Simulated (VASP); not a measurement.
Wanted: the native input for a VASP 6.6.1 run.

```
Task                   : relaxation of cell and atoms
Functional             : r2SCAN
Dispersion             : D4
Potentials or basis    : VASP PAW PBE potentials, release 64 (Ni)
Cutoff                 : 660 eV
k mesh                 : 6 × 6 × 6
Occupations            : fermi-dirac, width 0.05 eV
Spin                   : collinear spin, ferromagnetic start
Starting moments       : [1.5, 1.5] μB
Dipole correction      : no
Further INCAR settings : ALGO = Normal; EDIFF = 1e-07; IBRION = 2; EDIFFG = -0.02; NSW = 80; ISIF = 3
```

Crystal: Ni.

```
CELL_PARAMETERS angstrom
0.00000 2.42500 2.42500
2.42500 0.00000 2.42500
2.42500 2.42500 0.00000
ATOMIC_POSITIONS crystal
Ni 0.00000 0.00000 0.00000
Ni 0.25000 0.25000 0.25000
```

This isn't the form of Ni at room conditions, which is fcc.

These files were run (other wordings do the same):

POSCAR

```
Ni
1.0
    0.0000000000      2.4250000000      2.4250000000
    2.4250000000      0.0000000000      2.4250000000
    2.4250000000      2.4250000000      0.0000000000
Ni
2
Direct
    1.0000000000      1.0000000000      1.0000000000
    0.2500000000      0.2500000000      0.2500000000
```

INCAR.step1

```
SYSTEM = Ni
PREC = Accurate ; ENCUT = 660
ISMEAR = -1 ; SIGMA = 0.05
LREAL = .FALSE. ; LASPH = .TRUE.
NELM = 200 ; ISPIN = 2
MAGMOM = 1.5 1.5 ; LMAXMIX = 4
GGA = PE ; ALGO = Normal
EDIFF = 1E-5 ; LWAVE = .TRUE.
LCHARG = .FALSE. ; GGA_COMPAT = .FALSE.
IBRION = 2 ; ISIF = 3
EDIFFG = -0.005 ; NELMIN = 4
NSW = 100
```

INCAR.step2

```
SYSTEM = Ni
PREC = Accurate ; ENCUT = 660
EDIFF = 1E-7 ; ISMEAR = -1
SIGMA = 0.05 ; LREAL = .FALSE.
LASPH = .TRUE. ; NELM = 200
ALGO = Normal ; ISIF = 3
LWAVE = .FALSE. ; LCHARG = .FALSE.
ISPIN = 2 ; MAGMOM = 1.5 1.5
LORBIT = 11 ; LMAXMIX = 4
METAGGA = R2SCAN ; LMIXTAU = .TRUE.
IVDW = 13 ; VDW_S6 = 1.0
VDW_S8 = 0.6018749 ; VDW_A1 = 0.51559235
VDW_A2 = 5.77342911 ; IBRION = 2
NSW = 80 ; EDIFFG = -0.02
ISTART = 1 ; GGA_COMPAT = .FALSE.
NELMIN = 4
```

KPOINTS

```
Automatic mesh
0
G
  6 6 6
  0 0 0
```

Potentials or basis: VASP PAW PBE potentials, release 64 (Ni).

Command:

```console
$ cat potpaw_PBE.64/Ni/POTCAR > POTCAR
$ cp INCAR.step1 INCAR
$ mpirun -np 1 vasp_std > vasp.out
$ cp INCAR.step2 INCAR
$ mpirun -np 1 vasp_std > vasp.out
```

Results of the run:

The relaxed volume is 16.03 Å³/atom, the relaxed cell is a = 3.566 Å, b = 3.566 Å, c = 3.566 Å, α = 60.00°, β = 60.00°, γ = 60.00° and the space group after relaxing (to 0.1 Å) is Fd-3m (No. 227). The energy gained by relaxing is 61.2 meV/atom, the ionic steps are 4 and the pressure after relaxing is 0.2 GPa. The net moment is 1.65 μB per cell. The site moments are Ni +0.83 μB and the valence electrons inside the program's atomic spheres are Ni 9.30. The dispersion energy per atom is -0.135 eV.

Caveat: the k points lie up to 0.36 Å⁻¹ apart in the final cell; the PAW data sets were made with another functional, which shifts forces and pressure a little.

Wall time 15 min on 1 thread of Intel(R) Xeon(R) Platinum 8259CL CPU @ 2.50GHz (Skylake/Cascade Lake), with other jobs on the host, peak memory 0.21 GiB.
